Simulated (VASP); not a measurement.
# Ta (P6/mmm) in VASP: further runs, part 2 of 3

VASP 6.6.1. The steps go on from the part before.

**3. Single point, r2SCAN (16.20 Å³/atom)**

This run uses another cell than the first one, of 16.20 Å³/atom.

File POSCAR:

```
Ta
1.0
    4.6470168931      0.0000000000      0.0000000000
   -2.3235084465      4.0244346812      0.0000000000
    0.0000000000      0.0000000000      2.5990897608
Ta
3
Direct
    1.0000000000      0.0000000000      0.0000000000
    0.3333333333      0.6666666667      0.5000000000
    0.6666666667      0.3333333333      0.5000000000
```

File INCAR.step1:

```
ALGO     = Normal         # electronic algorithm
EDIFF    = 1E-4           # SCF threshold, eV
ENCUT    = 520            # plane-wave cutoff, eV
GGA      = PE             # functional
ISMEAR   = -1             # smearing method
LASPH    = T              # aspherical terms in the spheres
LCHARG   = F              # write CHGCAR
LREAL    = F              # projectors in reciprocal space
LWAVE    = T              # write WAVECAR
NBANDS   = 24             # bands
NELM     = 80             # most SCF steps
PREC     = Accurate       # precision mode
SIGMA    = 0.1            # smearing width, eV
```

File INCAR.step2:

```
ALGO     = Normal         # electronic algorithm
EDIFF    = 1E-7           # SCF threshold, eV
ENCUT    = 520            # plane-wave cutoff, eV
ISIF     = 2              # what is computed and relaxed
ISMEAR   = -1             # smearing method
ISTART   = 1            
LASPH    = T              # aspherical terms in the spheres
LCHARG   = F              # write CHGCAR
LMIXTAU  = T            
LREAL    = F              # projectors in reciprocal space
LWAVE    = F              # write WAVECAR
METAGGA  = R2SCAN         # meta-GGA
NBANDS   = 24             # bands
NELM     = 80             # most SCF steps
PREC     = Accurate       # precision mode
SIGMA    = 0.1            # smearing width, eV
```

File KPOINTS:

```
k-points
0
Gamma
  9 9 13
```

Potentials or basis: VASP PAW PBE potentials, release 64 (Ta_pv).

Started as:

```bash
$ cat potpaw_PBE.64/Ta_pv/POTCAR > POTCAR
$ cp INCAR.step1 INCAR
$ mpirun -np 1 vasp_std > vasp.out
$ cp INCAR.step2 INCAR
$ mpirun -np 1 vasp_std > vasp.out
```

OUTCAR:

```text
EDIFF = 1E-7
   ENCUT = 520
   ISIF = 2
   ISMEAR = -1
   ISTART = 1
   LASPH = T
   LREAL = F
   METAGGA = R2SCAN
   NELM = 80
   PREC = Accurate

 ion  position               nearest neighbor table
   1  0.000  0.000  0.000-   2 2.98   3 2.98   2 2.98   3 2.98   2 2.98   2 2.98   3 2.98   3 2.98
                             3 2.98   3 2.98   2 2.98   2 2.98
   2  0.333  0.667  0.500-   3 2.68   3 2.68   3 2.68   1 2.98   1 2.98   1 2.98   1 2.98   1 2.98
                             1 2.98
   3  0.667  0.333  0.500-   2 2.68   2 2.68   2 2.68   1 2.98   1 2.98   1 2.98   1 2.98   1 2.98
                             1 2.98

  LATTYP: Found a hexagonal cell.
 ALAT       =     4.6470168931
 C/A-ratio  =     0.5593028432

  Lattice vectors:

 A1 = (   4.6470168931,   0.0000000000,   0.0000000000)
 A2 = (  -2.3235084465,   4.0244346812,   0.0000000000)
 A3 = (   0.0000000000,   0.0000000000,   2.5990897608)

Analysis of symmetry for initial positions (statically):
=====================================================================
 Subroutine PRICEL returns:
 Original cell was already a primitive cell.

 Routine SETGRP: Setting up the symmetry group for a
 hexagonal supercell.

 Subroutine GETGRP returns: Found 24 space group operations
 (whereof 24 operations were pure point group operations)
 out of a pool of 24 trial point group operations.

The static configuration has the point symmetry D_6h.

Analysis of symmetry for dynamics (positions and initial velocities):
=====================================================================
 Subroutine PRICEL returns:
 Original cell was already a primitive cell.

 Routine SETGRP: Setting up the symmetry group for a
 hexagonal supercell.

 Subroutine GETGRP returns: Found 24 space group operations
 (whereof 24 operations were pure point group operations)
 out of a pool of 24 trial point group operations.

The dynamic configuration has the point symmetry D_6h.

 Subroutine INISYM returns: Found 24 space group operations
 (whereof 24 operations are pure point group operations),
 and found     1 'primitive' translations

----------------------------------------------------------------------------------------

                                     Primitive cell

  volume of cell :      48.6072

  direct lattice vectors                    reciprocal lattice vectors
     4.647016893  0.000000000  0.000000000     0.215191815  0.124241052  0.000000000
    -2.323508446  4.024434681  0.000000000     0.000000000  0.248482105  0.000000000
     0.000000000  0.000000000  2.599089761     0.000000000  0.000000000  0.384750083

  length of vectors
     4.647016893  4.647016893  2.599089761     0.248482105  0.248482105  0.384750083

  position of ions in fractional coordinates (direct lattice)
     0.000000000  0.000000000  0.000000000
     0.333333333  0.666666667  0.500000000
     0.666666667  0.333333333  0.500000000

  ion indices of the primitive-cell ions
   primitive index   ion index
                 1           1
                 2           2
                 3           3

----------------------------------------------------------------------------------------

 KPOINTS: k-points

Automatic generation of k-mesh.
 Grid dimensions read from file:
 generate k-points for:    9    9   13

 Generating k-lattice:

  Cartesian coordinates                     Fractional coordinates (reciprocal lattice)
     0.023910202  0.013804561  0.000000000     0.111111111 -0.000000000  0.000000000
     0.000000000  0.027609123  0.000000000     0.000000000  0.111111111  0.000000000
     0.000000000  0.000000000  0.029596160     0.000000000  0.000000000  0.076923077

  Length of vectors
     0.027609123  0.027609123  0.029596160

  Shift w.r.t. Gamma in fractional coordinates (k-lattice)
     0.000000000  0.000000000  0.000000000

 Subroutine IBZKPT returns following result:
 ===========================================

 Found     84 irreducible k-points:

 Following reciprocal coordinates:
            Coordinates               Weight
  0.000000  0.000000  0.000000      1.000000
  0.111111 -0.000000  0.000000      6.000000
  0.222222  0.000000  0.000000      6.000000
  0.333333 -0.000000  0.000000      6.000000
  0.444444  0.000000  0.000000      6.000000
  0.111111  0.111111  0.000000      6.000000
[... 16 lines left out ...]
  0.333333  0.222222  0.076923     24.000000
  0.333333  0.333333  0.076923      4.000000
 [... further k-points ...]
   k-points           NKPTS =     84   k-points in BZ     NKDIM =     84   number of bands    NBANDS=     24
   number of dos      NEDOS =    301   number of ions     NIONS =      3
   total plane-waves  NPLWV =  25920
   dimension x,y,z NGX =    36 NGY =   36 NGZ =   20
   dimension x,y,z NGXF=    72 NGYF=   72 NGZF=   40
   ions per type =               3
   NGX,Y,Z   is equivalent  to a cutoff of  12.88, 12.88, 12.79 a.u.
   NGXF,Y,Z  is equivalent  to a cutoff of  25.76, 25.76, 25.59 a.u.
 SYSTEM =  unknown system
   PREC   = accura    normal or accurate (medium, high low for compatibility)
   ISTART =      1    job   : 0-new  1-cont  2-samecut
   ICHARG =      0    charge: 1-file 2-atom 10-const
   ISPIN  =      1    spin polarized calculation?
   LNONCOLLINEAR =      F non collinear calculations
   LSORBIT =      F    spin-orbit coupling
   LASPH  =      T    aspherical Exc in radial PAW
   ENCUT  =  520.0 eV  38.22 Ry    6.18 a.u.   8.64  8.64  4.83*2*pi/ulx,y,z
   NELM   =     80;   NELMIN=  2; NELMDL=  0     # of ELM steps
   EDIFF  = 0.1E-06   stopping-criterion for ELM
   LREAL  =      F    real-space projection
   EDIFFG = 0.1E-05   stopping-criterion for IOM
   NSW    =      0    number of steps for IOM
   IBRION =     -1    ionic relax: 0-MD 1-quasi-New 2-CG
   NFREE  =      0    steps in history (QN), initial steepest desc. (CG)
   ISIF   =      2    stress and relaxation
   ISYM   =      2    0-nonsym 1-usesym 2-fastsym
   POTIM  = 0.5000    time-step for ionic-motion
   TEBEG  =    0.0;   TEEND  =   0.0 temperature during run
   PSTRESS=    0.0 pullay stress
   NELECT =      33.0000    total number of electrons
   NUPDOWN=      -1.0000    fix difference up-down
   EMIN   =  10.00;   EMAX   =-10.00  energy-range for DOS
   EFERMI =   0.00;   METHOD = LEGACY
   ISMEAR =    -1;   SIGMA  =   0.10  broadening in eV -4-tet -1-fermi 0-gaus
   EFERMI_NEDOS =   21; number of points for ismear=-14 and -15
   IALGO  =     38    algorithm
   IMIX   =      4    mixing-type and parameters
     AMIX     =   0.40;   BMIX     =  1.00
     AMIX_MAG =   1.60;   BMIX_MAG =  1.00
  volume/ion in A,a.u.               =      16.20       109.34
  Fermi-wavevector in a.u.,A,eV,Ry     =   1.438841  2.719014 28.167627  2.070262
  Thomas-Fermi vector in A             =   2.557763
   LORBIT       =      0    0 simple, 1 ext, 2 COOP (PROOUT), +10 PAW based schemes
   METAGGA = R2SCAN    functional components
   LHFCALC =     F    Hartree Fock is set to
   AEXX    =    0.0000 exact exchange contribution
   IVDW    =     0    specifies the selected vdW correction
   LEPSILON=     F    determine dielectric tensor
   LRPA    =     F    only Hartree local field effects (RPA)
 non-spin polarized calculation
  energy-cutoff  :      520.00
  volume of cell :       48.61
 maximum number of plane-waves:      1326
 NGX is ok and might be reduce to    36
   NGX = 17   NGY = 17   NGZ =  9

 number of electron      33.0000002 magnetization

 Free energy of the ion-electron system (eV)
  ---------------------------------------------------
  ext. energy  EPLUGINS =         0.00000000
  ---------------------------------------------------
  free energy    TOTEN  =      -144.51340371 eV

  energy without entropy =     -144.43028890  energy(sigma->0) =     -144.47184630

 E-fermi :   6.5445     XC(G=0): -14.3724

 val. band max:        6.5418428013   @ k =   0.2222   0.2222   0.2308
 cond. band min:       6.5603598361   @ k =   0.4444   0.1111   0.4615
 fundamental gap:      0.0185170349
 Fermi energy:         6.5445054457

 k-point     1 :       0.0000    0.0000    0.0000
  band No.  band energies     occupation
      1     -28.9898      2.00000
      2     -28.9898      2.00000
      3     -28.6311      2.00000
      4     -28.6311      2.00000
      5     -27.6848      2.00000
      6     -27.6848      2.00000
[... 637 lines left out ...]
     23      11.6055      0.00000
     24      12.3969      0.00000

 [... further k-points ...]

------------------------ aborting loop because EDIFF is reached ----------------------------------------

  FORCE on cell =-STRESS in cart. coord.  units (eV):
  Direction    XX          YY          ZZ          XY          YZ          ZX
  --------------------------------------------------------------------------------------
  -------------------------------------------------------------------------------------
  Total        9.4181079      9.4181079     10.2810793      0.0000000      0.0000000      0.0000000
  in kB      310.4372537    310.4372537    338.8822957      0.0000000      0.0000000      0.0000000
  external PRESSURE =     319.9189344 kB  Pullay stress =       0.0000000 kB

 VOLUME and BASIS-vectors are now :
 -----------------------------------------------------------------------------
  energy-cutoff  :      520.00
  volume of cell :       48.61
      direct lattice vectors                 reciprocal lattice vectors
     4.647016893  0.000000000  0.000000000     0.215191815  0.124241052  0.000000000
    -2.323508446  4.024434681  0.000000000     0.000000000  0.248482105  0.000000000
     0.000000000  0.000000000  2.599089761     0.000000000  0.000000000  0.384750083

 POSITION                                       TOTAL-FORCE (eV/Angst)
 -----------------------------------------------------------------------------------
      0.00000      0.00000      0.00000        -0.000000      0.000000      0.000000
     -0.00000      2.68296      1.29954         0.000000     -0.000000     -0.000000
      2.32351      1.34148      1.29954        -0.000000      0.000000      0.000000
 -----------------------------------------------------------------------------------
    total drift:                                0.000000      0.000000     -0.000000

  FREE ENERGIE OF THE ION-ELECTRON SYSTEM (eV)
  ---------------------------------------------------
  free  energy   TOTEN  =      -144.5134037093 eV

  energy  without entropy=     -144.4302888993  energy(sigma->0) =     -144.47184630
```

It took 3.9 min on 1 thread of AMD EPYC 7R13, shared host; peak memory 0.22 GiB.

What came out:

* Free energy: -144.5134 eV
* Pressure: 32.0 GPa
* Band gap on the k mesh: zero (an odd number of electrons rules out a gap without spin polarisation)

Stress tensor (GPa, compression positive):
```
31.04  0.00  0.00
 0.00 31.04  0.00
 0.00  0.00 33.89
```

Caveat: the cell stands under pressure; the PAW data sets were made with another functional, which shifts forces and pressure a little; spin-orbit coupling is left out, which moves the levels of the heavy elements.

**4. Single point, r2SCAN (16.94 Å³/atom)**

This run uses another cell than the first one, of 16.94 Å³/atom.

File POSCAR:

```
Ta
1.0
    4.7163855812      0.0000000000      0.0000000000
   -2.3581927906      4.0845097274      0.0000000000
    0.0000000000      0.0000000000      2.6378878653
Ta
3
Direct
    1.0000000000      0.0000000000      0.0000000000
    0.3333333333      0.6666666667      0.5000000000
    0.6666666667      0.3333333333      0.5000000000
```

File INCAR.step1:

```
SYSTEM = Ta
ALGO = Normal
EDIFF = 1E-4
ENCUT = 520
GGA = PE
ISMEAR = -1
LASPH = .True.
LCHARG = .False.
LREAL = .False.
LWAVE = .True.
NBANDS = 24
NELM = 100
PREC = Accurate
SIGMA = 0.1
```

File INCAR.step2:

```
SYSTEM = Ta
ALGO = Normal
EDIFF = 1E-7
ENCUT = 520
ISIF = 2
ISMEAR = -1
ISTART = 1
LASPH = .True.
LCHARG = .False.
LMIXTAU = .True.
LREAL = .False.
LWAVE = .False.
METAGGA = R2SCAN
NBANDS = 24
NELM = 100
PREC = Accurate
SIGMA = 0.1
```

File KPOINTS:

```
k-points
0
Gamma
  9 9 13
  0 0 0
```

Potentials or basis: VASP PAW PBE potentials, release 64 (Ta_pv).

Started as:

```bash
$ cat potpaw_PBE.64/Ta_pv/POTCAR > POTCAR
$ cp INCAR.step1 INCAR
$ mpirun -np 1 vasp_std > vasp.out
$ cp INCAR.step2 INCAR
$ mpirun -np 1 vasp_std > vasp.out
```

OUTCAR:

```text
SYSTEM = Ta
   EDIFF = 1E-7
   ENCUT = 520
   ISIF = 2
   ISMEAR = -1
   ISTART = 1
   LASPH = .True.
   LREAL = .False.
   METAGGA = R2SCAN
   NELM = 100
   PREC = Accurate

 ion  position               nearest neighbor table
   1  0.000  0.000  0.000-   2 3.03   3 3.03   2 3.03   3 3.03   3 3.03   3 3.03   2 3.03   2 3.03
                             3 3.03   3 3.03   2 3.03   2 3.03
   2  0.333  0.667  0.500-   3 2.72   3 2.72   3 2.72   1 3.03   1 3.03   1 3.03   1 3.03   1 3.03
                             1 3.03
   3  0.667  0.333  0.500-   2 2.72   2 2.72   2 2.72   1 3.03   1 3.03   1 3.03   1 3.03   1 3.03
                             1 3.03

  LATTYP: Found a hexagonal cell.
 ALAT       =     4.7163855812
 C/A-ratio  =     0.5593028432

  Lattice vectors:

 A1 = (   4.7163855812,   0.0000000000,   0.0000000000)
 A2 = (  -2.3581927906,   4.0845097274,   0.0000000000)
 A3 = (   0.0000000000,   0.0000000000,   2.6378878653)

Analysis of symmetry for initial positions (statically):
=====================================================================
 Subroutine PRICEL returns:
 Original cell was already a primitive cell.

 Routine SETGRP: Setting up the symmetry group for a
 hexagonal supercell.
[... 168 lines left out ...]

 E-fermi :   6.1628     XC(G=0): -14.1053

 val. band max:        6.1590498953   @ k =   0.3333   0.1111   0.1538
 cond. band min:       6.1698713404   @ k =   0.3333   0.0000   0.2308
 fundamental gap:      0.0108214450
 Fermi energy:         6.1627743033

 k-point     1 :       0.0000    0.0000    0.0000
  band No.  band energies     occupation
      1     -29.3650      2.00000
      2     -29.3650      2.00000
      3     -29.0617      2.00000
      4     -29.0617      2.00000
      5     -28.2369      2.00000
      6     -28.2369      2.00000
[... 637 lines left out ...]
     23      10.9917      0.00000
     24      11.7580      0.00000

 [... further k-points ...]

------------------------ aborting loop because EDIFF is reached ----------------------------------------

  FORCE on cell =-STRESS in cart. coord.  units (eV):
  Direction    XX          YY          ZZ          XY          YZ          ZX
  --------------------------------------------------------------------------------------
  -------------------------------------------------------------------------------------
  Total        6.0233897      6.0233897      6.5111036      0.0000000      0.0000000      0.0000000
  in kB      189.9091884    189.9091884    205.2861361      0.0000000      0.0000000      0.0000000
  external PRESSURE =     195.0348377 kB  Pullay stress =       0.0000000 kB

 VOLUME and BASIS-vectors are now :
 -----------------------------------------------------------------------------
  energy-cutoff  :      520.00
  volume of cell :       50.82
      direct lattice vectors                 reciprocal lattice vectors
     4.716385581  0.000000000  0.000000000     0.212026770  0.122413713  0.000000000
    -2.358192791  4.084509727  0.000000000     0.000000000  0.244827425  0.000000000
     0.000000000  0.000000000  2.637887865     0.000000000  0.000000000  0.379091171

 POSITION                                       TOTAL-FORCE (eV/Angst)
 -----------------------------------------------------------------------------------
      0.00000      0.00000      0.00000        -0.000000      0.000000      0.000000
     -0.00000      2.72301      1.31894        -0.000000     -0.000000     -0.000000
      2.35819      1.36150      1.31894         0.000000      0.000000      0.000000
 -----------------------------------------------------------------------------------
    total drift:                                0.000000      0.000000     -0.000000

  FREE ENERGIE OF THE ION-ELECTRON SYSTEM (eV)
  ---------------------------------------------------
  free  energy   TOTEN  =      -144.8661788676 eV

  energy  without entropy=     -144.7775026735  energy(sigma->0) =     -144.82184077
```

OSZICAR.step1:

```text
N       E                     dE             d eps       ncg     rms          rms(c)
DAV:   1     0.293844182064E+03    0.29384E+03   -0.17895E+04  4032   0.142E+03
DAV:   2    -0.264907294358E+02   -0.32033E+03   -0.30965E+03  4656   0.418E+02
DAV:   3    -0.356017853251E+02   -0.91111E+01   -0.88448E+01  5240   0.674E+01
DAV:   4    -0.357120237378E+02   -0.11024E+00   -0.11005E+00  4472   0.748E+00
DAV:   5    -0.357136849290E+02   -0.16612E-02   -0.16604E-02  5280   0.757E-01    0.262E+01
DAV:   6    -0.347992735414E+02    0.91441E+00   -0.93566E-01  4408   0.793E+00    0.134E+01
DAV:   7    -0.345050073527E+02    0.29427E+00   -0.94312E-01  4664   0.811E+00    0.925E-01
DAV:   8    -0.344944110945E+02    0.10596E-01   -0.37608E-02  5024   0.223E+00    0.525E-01
DAV:   9    -0.344925720366E+02    0.18391E-02   -0.80279E-03  4448   0.753E-01    0.103E-01
DAV:  10    -0.344925384681E+02    0.33569E-04   -0.23357E-04  4072   0.132E-01
   1 F= -.34492538E+02 E0= -.34446101E+02  d E =-.928755E-01
```

Wall time 4.1 min (1 thread of AMD EPYC 7R13, shared host); peak memory 0.22 GiB.

What came out:

| Item | Value |
| --- | --- |
| Free energy | -144.8662 eV |
| Pressure | 19.5 GPa |
| Band gap on the k mesh | zero (an odd number of electrons rules out a gap without spin polarisation) |

Stress tensor (GPa, compression positive):
```
18.99  0.00  0.00
 0.00 18.99  0.00
 0.00  0.00 20.53
```

Caveat: the cell stands under pressure; the PAW data sets were made with another functional, which shifts forces and pressure a little; spin-orbit coupling is left out, which moves the levels of the heavy elements.

**5. Single point, r2SCAN (17.68 Å³/atom)**

This run uses another cell than the first one, of 17.68 Å³/atom.

File POSCAR:

```
Ta
1.0
    4.7837716223      0.0000000000      0.0000000000
   -2.3918858111      4.1428677508      0.0000000000
    0.0000000000      0.0000000000      2.6755770696
Ta
3
Direct
    1.0000000000      0.0000000000      0.0000000000
    0.3333333333      0.6666666667      0.5000000000
    0.6666666667      0.3333333333      0.5000000000
```

File INCAR.step1:

```
SYSTEM = Ta
PREC = Accurate ; ENCUT = 520
ISMEAR = -1 ; SIGMA = 0.1
LREAL = .False. ; LASPH = .True.
NELM = 60 ; NBANDS = 24
GGA = PE ; ALGO = Normal
EDIFF = 1E-4 ; LWAVE = .True.
LCHARG = .False.
```

File INCAR.step2:

```
SYSTEM = Ta
PREC = Accurate ; ENCUT = 520
EDIFF = 1E-6 ; ISMEAR = -1
SIGMA = 0.1 ; LREAL = .False.
LASPH = .True. ; NELM = 60
ALGO = Normal ; ISIF = 2
LWAVE = .False. ; LCHARG = .False.
METAGGA = R2SCAN ; LMIXTAU = .True.
NBANDS = 24 ; ISTART = 1
```

File KPOINTS:

```
regular mesh
0
Gamma
  9 9 13
  0 0 0
```

Started as:

```bash
$ cat potpaw_PBE.64/Ta_pv/POTCAR > POTCAR
$ cp INCAR.step1 INCAR
$ mpirun -np 1 vasp_std > vasp.out
$ cp INCAR.step2 INCAR
$ mpirun -np 1 vasp_std > vasp.out
```

It took 4 min on 1 thread of AMD EPYC 7R13, shared host; peak memory 0.22 GiB.

It converged, with:

| Item | Value |
| --- | --- |
| Free energy | -145.0622 eV |
| Pressure | 9.2 GPa |
| Band gap on the k mesh | zero (an odd number of electrons rules out a gap without spin polarisation) |

Stress tensor (GPa, compression positive):
```
9.02 0.00 0.00
0.00 9.02 0.00
0.00 0.00 9.52
```

Levels at points of the mesh, in eV from the Fermi level:
```
           k point  band 13  band 14  band 15  band 16  band 17  band 18  band 19  band 20  band 21  band 22
(0.00, 0.00, 0.00)    -1.65    -1.65    -1.59    -1.59    -0.82     1.15     1.15     3.78     3.78     3.84
```

Caveat: the cell stands under pressure; the PAW data sets were made with another functional, which shifts forces and pressure a little; spin-orbit coupling is left out, which moves the levels of the heavy elements.

[end of part 2 of 3]

The gap in the log of VASP goes by the Fermi energy; the results here count the filled bands.